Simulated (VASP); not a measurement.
# Hg (P-1) in VASP: a series of runs

Hg is run at these levels: PBEsol; tasks: single point.

All numbers are computed with VASP 6.6.1; they aren't measurements. Logs are shortened: lines on timing, memory, paths and dates and some standing lists are left out, and cuts for length are marked.

## 1. The cell of the first run

The typed cell holds 1 atom: a = 3.064 Å, b = 3.067 Å, c = 9.203 Å, α = 80.79°, β = 89.95°, γ = 60.04°.

## 2. Single point, PBEsol (strain -0.050 along x and y, +0.050 along z)

Input file INCAR:

```
SYSTEM = Hg
ALGO = Fast ; EDIFF = 1E-7
ENCUT = 520 ; GGA = PS
ISIF = 2 ; ISMEAR = 0
LASPH = .True. ; LCHARG = .True.
LELF = .True. ; LREAL = .False.
LVHAR = .True. ; LWAVE = .False.
NBANDS = 12 ; NELM = 100
PREC = Accurate ; SIGMA = 0.05
```

Input file KPOINTS:

```
k-points
0
Gamma
  10 10 4
  0 0 0
```

Input file POSCAR:

```
Hg
1.0
    3.0637466888      0.0005966067     -0.0000002260
    1.5309294589      2.6570946376      0.0000030220
    0.0082737613      1.6952117226      9.0454040493
Hg
1
Direct
    0.5000000000      0.0000000000      0.0000000000
```

Potentials or basis: VASP PAW PBE potentials, release 64 (Hg).

On the command line:

```bash
> cat potpaw_PBE.64/Hg/POTCAR > POTCAR
> mpirun -np 1 vasp_std > vasp.out
```

OUTCAR:

```text
SYSTEM = Hg
   EDIFF = 1E-7
   ENCUT = 520
   GGA = PS
   ISIF = 2
   ISMEAR = 0
   LASPH = .True.
   LREAL = .False.
   NELM = 100
   PREC = Accurate

 ion  position               nearest neighbor table
   1  0.500  0.000  0.000-

  LATTYP: Found a triclinic cell.
 ALAT       =     3.0665773953
 B/A-ratio  =     0.9990769356
 C/A-ratio  =     3.0010290664
 COS(alpha) =     0.0009348375
 COS(beta)  =     0.1600571545
 COS(gamma) =     0.4993993796

  Lattice vectors:

 A1 = (  -1.5309294589,  -2.6570946376,  -0.0000030220)
 A2 = (  -3.0637466888,  -0.0005966067,   0.0000002260)
 A3 = (  -0.0082737613,  -1.6952117226,  -9.0454040493)

Analysis of symmetry for initial positions (statically):
=====================================================================
 Subroutine PRICEL returns:
 Original cell was already a primitive cell.

 Routine SETGRP: Setting up the symmetry group for a
 triclinic supercell.

 Subroutine GETGRP returns: Found  2 space group operations
 (whereof  2 operations were pure point group operations)
 out of a pool of  2 trial point group operations.

The static configuration has the point symmetry S_2 .

Analysis of symmetry for dynamics (positions and initial velocities):
=====================================================================
 Subroutine PRICEL returns:
 Original cell was already a primitive cell.

 Routine SETGRP: Setting up the symmetry group for a
 triclinic supercell.

 Subroutine GETGRP returns: Found  2 space group operations
 (whereof  2 operations were pure point group operations)
 out of a pool of  2 trial point group operations.

The dynamic configuration has the point symmetry S_2 .

 Subroutine INISYM returns: Found  2 space group operations
 (whereof  2 operations are pure point group operations),
 and found     1 'primitive' translations

----------------------------------------------------------------------------------------

                                     Primitive cell

  volume of cell :      73.6273

  direct lattice vectors                    reciprocal lattice vectors
     3.063746689  0.000596607 -0.000000226     0.326434369 -0.188080654  0.034949869
     1.530929459  2.657094638  0.000003022    -0.000073301  0.376393229 -0.070540310
     0.008273761  1.695211723  9.045404049     0.000000008 -0.000000130  0.110553405

  length of vectors
     3.063746747  3.066577395  9.202887898     0.378358591  0.382946215  0.110553405

  position of ions in fractional coordinates (direct lattice)
     0.500000000  1.000000000  1.000000000

  ion indices of the primitive-cell ions
   primitive index   ion index
                 1           1

----------------------------------------------------------------------------------------

 KPOINTS: k-points

Automatic generation of k-mesh.
 Grid dimensions read from file:
 generate k-points for:   10   10    4

 Generating k-lattice:

  Cartesian coordinates                     Fractional coordinates (reciprocal lattice)
     0.032643437 -0.018808065  0.003494987     0.100000000 -0.000000000  0.000000000
    -0.000007330  0.037639323 -0.007054031     0.000000000  0.100000000  0.000000000
     0.000000002 -0.000000033  0.027638351    -0.000000000  0.000000000  0.250000000

  Length of vectors
     0.037835859  0.038294622  0.027638351

  Shift w.r.t. Gamma in fractional coordinates (k-lattice)
     0.000000000  0.000000000  0.000000000

 Subroutine IBZKPT returns following result:
 ===========================================

 Found    204 irreducible k-points:

 Following reciprocal coordinates:
            Coordinates               Weight
  0.000000  0.000000  0.000000      1.000000
  0.100000 -0.000000 -0.000000      2.000000
  0.200000 -0.000000 -0.000000      2.000000
  0.300000 -0.000000  0.000000      2.000000
  0.400000 -0.000000  0.000000      2.000000
  0.500000 -0.000000  0.000000      1.000000
[... 16 lines left out ...]
 -0.400000  0.200000 -0.000000      2.000000
 -0.300000  0.200000  0.000000      2.000000
 [... further k-points ...]
   k-points           NKPTS =    204   k-points in BZ     NKDIM =    204   number of bands    NBANDS=     12
   number of dos      NEDOS =    301   number of ions     NIONS =      1
   total plane-waves  NPLWV =  40320
   dimension x,y,z NGX =    24 NGY =   24 NGZ =   70
   dimension x,y,z NGXF=    48 NGYF=   48 NGZF=  140
   ions per type =               1
   NGX,Y,Z   is equivalent  to a cutoff of  13.02, 13.01, 12.65 a.u.
   NGXF,Y,Z  is equivalent  to a cutoff of  26.05, 26.02, 25.29 a.u.
 SYSTEM =  Hg
   PREC   = accura    normal or accurate (medium, high low for compatibility)
   ISTART =      0    job   : 0-new  1-cont  2-samecut
   ICHARG =      2    charge: 1-file 2-atom 10-const
   ISPIN  =      1    spin polarized calculation?
   LNONCOLLINEAR =      F non collinear calculations
   LSORBIT =      F    spin-orbit coupling
   LASPH  =      T    aspherical Exc in radial PAW
   ENCUT  =  520.0 eV  38.22 Ry    6.18 a.u.   5.70  5.70 17.11*2*pi/ulx,y,z
   NELM   =    100;   NELMIN=  2; NELMDL= -5     # of ELM steps
   EDIFF  = 0.1E-06   stopping-criterion for ELM
   LREAL  =      F    real-space projection
   EDIFFG = 0.1E-05   stopping-criterion for IOM
   NSW    =      0    number of steps for IOM
   IBRION =     -1    ionic relax: 0-MD 1-quasi-New 2-CG
   NFREE  =      0    steps in history (QN), initial steepest desc. (CG)
   ISIF   =      2    stress and relaxation
   ISYM   =      2    0-nonsym 1-usesym 2-fastsym
   POTIM  = 0.5000    time-step for ionic-motion
   TEBEG  =    0.0;   TEEND  =   0.0 temperature during run
   PSTRESS=    0.0 pullay stress
   NELECT =      12.0000    total number of electrons
   NUPDOWN=      -1.0000    fix difference up-down
   EMIN   =  10.00;   EMAX   =-10.00  energy-range for DOS
   EFERMI =   0.00;   METHOD = LEGACY
   ISMEAR =     0;   SIGMA  =   0.05  broadening in eV -4-tet -1-fermi 0-gaus
   EFERMI_NEDOS =   21; number of points for ismear=-14 and -15
   IALGO  =     68    algorithm
   IMIX   =      4    mixing-type and parameters
     AMIX     =   0.40;   BMIX     =  1.00
     AMIX_MAG =   1.60;   BMIX_MAG =  1.00
  volume/ion in A,a.u.               =      73.63       496.86
  Fermi-wavevector in a.u.,A,eV,Ry     =   0.894243  1.689874 10.880179  0.799671
  Thomas-Fermi vector in A             =   2.016423
   LORBIT       =      0    0 simple, 1 ext, 2 COOP (PROOUT), +10 PAW based schemes
   GGA     = PS    functional components
   LHFCALC =     F    Hartree Fock is set to
   AEXX    =    0.0000 exact exchange contribution
   IVDW    =     0    specifies the selected vdW correction
   LEPSILON=     F    determine dielectric tensor
   LRPA    =     F    only Hartree local field effects (RPA)
 non-spin polarized calculation
 RMM-DIIS sequential band-by-band and
 Gauss-broadening in eV      SIGMA  =   0.05
  energy-cutoff  :      520.00
  volume of cell :       73.63
 maximum number of plane-waves:      2004
   NGX = 11   NGY = 11   NGZ = 35

 number of electron      12.0000000 magnetization

 Free energy of the ion-electron system (eV)
  ---------------------------------------------------
  ext. energy  EPLUGINS =         0.00000000
  ---------------------------------------------------
  free energy    TOTEN  =        -0.24687292 eV

  energy without entropy =       -0.24403221  energy(sigma->0) =       -0.24545257

 E-fermi :  -1.7505     XC(G=0):  -4.7260

 val. band max:       -1.7568277570   @ k =  -0.4000   0.4000   0.5000
 cond. band min:      -1.7282315042   @ k =   0.0000  -0.0000   0.2500
 fundamental gap:      0.0285962528
 Fermi energy:        -1.7504511001

 k-point     1 :       0.0000    0.0000    0.0000
  band No.  band energies     occupation
      1      -9.9459      2.00000
      2      -8.5012      2.00000
      3      -8.4914      2.00000
      4      -7.7173      2.00000
      5      -7.6485      2.00000
      6      -7.6479      2.00000
      7      -1.6968      0.12934
      8       1.5304      0.00000
      9       5.1176      0.00000
     10       6.2630      0.00000
     11      13.4363      0.00000
     12      14.0472      0.00000

 k-point     2 :       0.1000   -0.0000   -0.0000
  band No.  band energies     occupation
      1      -9.7181      2.00000
      2      -8.5468      2.00000
      3      -8.3769      2.00000
      4      -7.7824      2.00000
      5      -7.6700      2.00000
      6      -7.6333      2.00000
      7      -1.3793      0.00000
      8       1.7407      0.00000
      9       5.3197      0.00000
     10       6.4905      0.00000
     11      12.0720      0.00000
     12      13.7181      0.00000

 k-point     3 :       0.2000   -0.0000   -0.0000
  band No.  band energies     occupation
      1      -9.2834      2.00000
      2      -8.5260      2.00000
      3      -8.0954      2.00000
      4      -8.0457      2.00000
      5      -7.7264      2.00000
      6      -7.2905      2.00000
      7      -0.5126      0.00000
      8       2.3740      0.00000
      9       5.9009      0.00000
     10       7.1761      0.00000
     11       8.3319      0.00000
     12      11.9590      0.00000
[... 286 lines left out ...]
 k-point    23 :      -0.4000    0.2000   -0.0000
  band No.  band energies     occupation
      1      -8.9574      2.00000
      2      -8.6108      2.00000
      3      -8.1260      2.00000
      4      -7.8437      2.00000
      5      -7.6959      2.00000
      6      -1.7589      1.18986
      7      -0.3932      0.00000
      8       3.9564      0.00000
      9       4.5667      0.00000
     10       6.5422      0.00000
     11       7.4049      0.00000
     12       7.8514      0.00000

 k-point    24 :      -0.3000    0.2000    0.0000
  band No.  band energies     occupation
      1      -8.9045      2.00000
      2      -8.5764      2.00000
      3      -8.1062      2.00000
      4      -8.0706      2.00000
      5      -7.6333      2.00000
      6      -3.4867      2.00000
      7       1.6644      0.00000
      8       2.9069      0.00000
      9       5.0207      0.00000
     10       5.7414      0.00000
     11       7.6480      0.00000
     12       8.7078      0.00000

 [... further k-points ...]

------------------------ aborting loop because EDIFF is reached ----------------------------------------

  FORCE on cell =-STRESS in cart. coord.  units (eV):
  Direction    XX          YY          ZZ          XY          YZ          ZX
  --------------------------------------------------------------------------------------
  -------------------------------------------------------------------------------------
  Total        0.3566121      0.4503210     -0.0158713     -0.0057509     -0.0000461      0.0000113
  in kB        7.7601066      9.7992699     -0.3453690     -0.1251436     -0.0010032      0.0002457
  external PRESSURE =       5.7380025 kB  Pullay stress =       0.0000000 kB

 VOLUME and BASIS-vectors are now :
 -----------------------------------------------------------------------------
  energy-cutoff  :      520.00
  volume of cell :       73.63
      direct lattice vectors                 reciprocal lattice vectors
     3.063746689  0.000596607 -0.000000226     0.326434369 -0.188080654  0.034949869
     1.530929459  2.657094638  0.000003022    -0.000073301  0.376393229 -0.070540310
     0.008273761  1.695211723  9.045404049     0.000000008 -0.000000130  0.110553405

 POSITION                                       TOTAL-FORCE (eV/Angst)
 -----------------------------------------------------------------------------------
      1.53187      0.00030     -0.00000        -0.000000      0.000000      0.000000
 -----------------------------------------------------------------------------------
    total drift:                                0.000000     -0.000000     -0.000000

  FREE ENERGIE OF THE ION-ELECTRON SYSTEM (eV)
  ---------------------------------------------------
  free  energy   TOTEN  =        -0.2468729224 eV

  energy  without entropy=       -0.2440322084  energy(sigma->0) =       -0.24545257
```

It took 4.5 min on 1 thread of Oxide Virtual Turin-like, shared host; peak memory 0.28 GiB.

What came out:

- Free energy: -0.2469 eV
- Pressure: 0.6 GPa
- Band gap on the k mesh: zero (bands 6 and 7 overlap by 0.02 eV)

Caveat: the cell differs from its parent crystal (strain -0.050 along x and y, +0.050 along z); the PAW data sets were made with another functional, which shifts forces and pressure a little; spin-orbit coupling is left out, which moves the levels of the heavy elements.

## 3. Single point, PBEsol (strain -0.025 along x and y, -0.050 along z)

Input file INCAR:

```
SYSTEM = Hg
PREC     = Accurate       ! precision mode
ENCUT    = 520            ! plane-wave cutoff, eV
EDIFF    = 1E-7           ! SCF threshold, eV
ISMEAR   = 0              ! smearing method
SIGMA    = 0.05           ! smearing width, eV
LREAL    = .False.        ! projectors in reciprocal space
LASPH    = .True.         ! aspherical terms in the spheres
NELM     = 80             ! most SCF steps
ALGO     = Normal         ! electronic algorithm
ISIF     = 2              ! what is computed and relaxed
LWAVE    = .False.        ! write WAVECAR
LCHARG   = .False.        ! write CHGCAR
GGA      = PS             ! functional
NBANDS   = 12             ! bands
```

Input file KPOINTS:

```
regular mesh
0
Gamma
  10 10 4
  0 0 0
```

Input file POSCAR:

```
Hg
1.0
    3.1443716016      0.0006123069     -0.0000002044
    1.5712170763      2.7270181807      0.0000027342
    0.0084914918      1.7398225574      8.1839369969
Hg
1
Direct
    0.5000000000      0.0000000000      0.0000000000
```

Potentials or basis: VASP PAW PBE potentials, release 64 (Hg).

On the command line:

```bash
> cat potpaw_PBE.64/Hg/POTCAR > POTCAR
> mpirun -np 1 vasp_std > vasp.out
```

Wall time 2.8 min (1 thread of Oxide Virtual Turin-like, shared host); peak memory 0.27 GiB.

It converged, with:

```
Free energy            : -0.2745 eV
Pressure               : 0.5 GPa
Band gap on the k mesh : 0.40 eV (least direct gap 0.64 eV)
```

Stress tensor (GPa, compression positive):
```
 0.82  0.00  0.00
 0.00  0.80  0.00
 0.00  0.00 -0.04
```

Levels at points of the mesh, in eV from the valence-band top:
```tsv
k point	band 4	band 5	band 6	band 7	band 8	band 9
(0.00, 0.00, 0.00)	-5.55	-5.55	-5.48	0.61	3.66	8.43
(0.50, 0.00, 0.00)	-5.69	-5.04	-0.23	0.40	5.17	7.94
(0.00, 0.50, 0.00)	-5.69	-5.04	-0.25	0.40	5.10	7.65
(0.50, 0.50, 0.00)	-5.69	-5.04	-0.23	0.41	5.17	7.93
(0.00, 0.00, 0.50)	-5.55	-5.55	-5.48	0.46	4.94	5.69
(0.50, 0.00, 0.50)	-5.69	-5.04	-0.23	0.41	5.10	7.64
(0.00, 0.50, 0.50)	-5.69	-5.04	-0.25	0.40	5.15	7.88
(0.50, 0.50, 0.50)	-5.69	-5.04	-0.23	0.41	5.11	7.64
```

Caveat: the cell differs from its parent crystal (strain -0.025 along x and y, -0.050 along z); the PAW data sets were made with another functional, which shifts forces and pressure a little; spin-orbit coupling is left out, which moves the levels of the heavy elements. A k mesh can miss the band edges.

[end of part 1 of 2]

The gap in the log of VASP goes by the Fermi energy; the results here count the filled bands.